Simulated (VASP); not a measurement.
Write the native input for VASP 6.6.1 that does the following.

```
Task                   : single point
Functional             : PBE
Potentials or basis    : VASP PAW PBE potentials, release 64 (Sc_sv)
Cutoff                 : 520 eV
k mesh                 : 6 × 6 × 1
Occupations            : gaussian, width 0.1 eV
Spin                   : collinear spin
Starting moments       : [1.0] μB
Dipole correction      : yes
Further INCAR settings : ALGO = Normal; EDIFF = 1e-06; NBANDS = 16
```

The structure of Sc lies in POSCAR:

```
Sc
1.0
    2.8976359713      0.0000000000      0.0000000000
    0.0000000000      2.8976359713      0.0000000000
    0.0000000000      0.0000000000     23.8000000000
Sc
1
Direct
    0.5000000000      0.5000000000      0.2941176471
```

The cell was built from a structure type or drawn by symmetry, and may not be a known phase.

The input as run:

INCAR

```
SYSTEM = Sc
PREC = Accurate
ENCUT = 520
EDIFF = 1E-6
ISMEAR = 0
SIGMA = 0.1
LREAL = .False.
LASPH = .True.
NELM = 150
ALGO = Normal
ISIF = 2
LWAVE = .False.
LCHARG = .False.
ISPIN = 2
MAGMOM = 1
LORBIT = 11
LMAXMIX = 4
LDIPOL = .True.
IDIPOL = 3
DIPOL = 0.5 0.5 0.294
GGA = PE
NBANDS = 16
```

KPOINTS

```
regular mesh
0
Gamma
  6 6 1
  0 0 0
```

Potentials or basis: VASP PAW PBE potentials, release 64 (Sc_sv).

Command:

```console
$ cat potpaw_PBE.64/Sc_sv/POTCAR > POTCAR
$ mpirun -np 1 vasp_std > vasp.out
```

Results of the run:

- Net moment: 1.17 μB per cell
- Site moments: Sc +0.61 μB
- Valence electrons inside the program's atomic spheres: Sc 9.42

Caveat: the k points lie up to 0.36 Å⁻¹ apart.

Wall time 120 s on 1 thread of Intel(R) Xeon(R) Platinum 8259CL CPU @ 2.50GHz (Skylake/Cascade Lake) (shared host), peak memory 0.39 GiB.
